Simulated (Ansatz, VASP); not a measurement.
One calculation of BaTe, two programs

```
Ba Te
1.0
     0.00000    3.41000    3.41000
     3.41000    0.00000    3.41000
     3.41000    3.41000    0.00000
Ba Te
1 1
Direct
  0.00000 0.00000 0.00000
  0.50000 0.50000 0.50000
```

Alike in both runs: task relaxation of cell and atoms; functional PBE; k mesh 8 × 8 × 8; occupations gaussian, width 0.02 eV; no spin polarisation.

|  | VASP | Ansatz |
| --- | --- | --- |
| version | VASP 6.6.1 | Ansatz 0.2.0 |
| potentials or method | VASP PAW PBE potentials, release 64 (Ba_sv, Te), cutoff 600 eV | scalar-relativistic, plane waves, PAW |
| valence electrons in the cell | 16 | 26 |

```csv
,VASP,Ansatz,Ansatz less VASP
"gap on the k mesh at the Fermi level, each at its own relaxed structure (eV)",1.60,1.66,+0.058
relaxed volume (Å³/atom),44.50,44.07,-0.425
relaxed cell length with the largest relative difference (Å),5.011,4.995,-0.0160
```

VASP's potentials hold 16 valence electrons a cell and Ansatz's 26, so a difference there can come from the potentials and not from the codes.

Spin-orbit coupling is off throughout.
